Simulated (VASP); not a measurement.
The system is Ga3Sb.

```xyz
4
Lattice="-2.1588 2.1588 4.7605 2.1588 -2.1588 4.7605 2.1588 2.1588 -4.7605" Properties=species:S:1:pos:R:3 pbc="T T T"
Ga    0.0000    2.1588    2.3802
Ga    2.1588    0.0000    2.3802
Ga    0.0000    0.0000    4.7605
Sb    0.0000    0.0000    0.0000
```

Base run:

```yaml
Program: VASP 6.6.1
Functional: PBEsol
Potentials_or_basis: VASP PAW PBE potentials, release 64 (Ga_d, Sb)
Cutoff: 520 eV
k_mesh: 14 × 14 × 14
Occupations: fermi-dirac, width 0.5 eV
Spin: no spin polarisation
```

Its results: band gap on the k mesh zero (band 22 reaches 7.81 eV, above the bottom of band 23 at 3.54 eV); pressure -2.5 GPa.

Problem. The run is repeated on the same cell with these changes: occupations from fermi-dirac, width 0.5 eV to gaussian, width 0.1 eV. What comes out?

Solution. Band gap on the k mesh zero (band 22 reaches 7.82 eV, above the bottom of band 23 at 3.53 eV); pressure -3.4 GPa.

Caveats: the PAW data sets were made with another functional, which shifts forces and pressure a little; spin-orbit coupling is left out, which moves the levels of the heavy elements.
